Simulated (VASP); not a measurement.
A run of VASP 6.6.1:

Contents of INCAR:

```
SYSTEM = Sc5Mo
  PREC = Accurate
  ENCUT = 520
  EDIFF = 1E-6
  ISMEAR = 0
  SIGMA = 0.1
  LREAL = .FALSE.
  LASPH = .TRUE.
  NELM = 150
  ALGO = Normal
  ISIF = 2
  LWAVE = .FALSE.
  LCHARG = .FALSE.
  ISPIN = 2
  MAGMOM = 1 1 1 1 1 1
  LORBIT = 11
  LMAXMIX = 4
  GGA = PE
  NBANDS = 48
```

File KPOINTS:

```
Automatic mesh
0
G
  4 4 4
  0 0 0
```

The input POSCAR:

```
Sc5Mo
1.0
    0.0000000000      4.7111889300      4.7111889300
    4.7111889300      0.0000000000      4.7111889300
    4.7111889300      4.7111889300      0.0000000000
Sc Mo
5 1
Direct
    0.6131748316      0.1604755053      0.6131748316
    0.6131748316      0.6131748316      0.6131748316
    0.1604755053      0.6131748316      0.6131748316
    0.6131748316      0.6131748316      0.1604755053
    0.2500000000      0.2500000000      0.2500000000
    0.7500000000      0.7500000000      0.7500000000
```

Potentials or basis: VASP PAW PBE potentials, release 64 (Sc_sv, Mo_sv).

Command:

```console
$ cat potpaw_PBE.64/Sc_sv/POTCAR potpaw_PBE.64/Mo_sv/POTCAR > POTCAR
$ mpirun -np 1 vasp_std > vasp.out
```

Hardware: 1 thread of Intel(R) Xeon(R) Platinum 8259CL CPU @ 2.50GHz (Skylake/Cascade Lake), with other jobs on the host.

Problem. How long does it take, and how much memory?

Solution. Wall time 6 min on 1 thread of Intel(R) Xeon(R) Platinum 8259CL CPU @ 2.50GHz (Skylake/Cascade Lake), on a shared host, peak memory 0.49 GiB. Counts: scf iterations 22, k points 8.
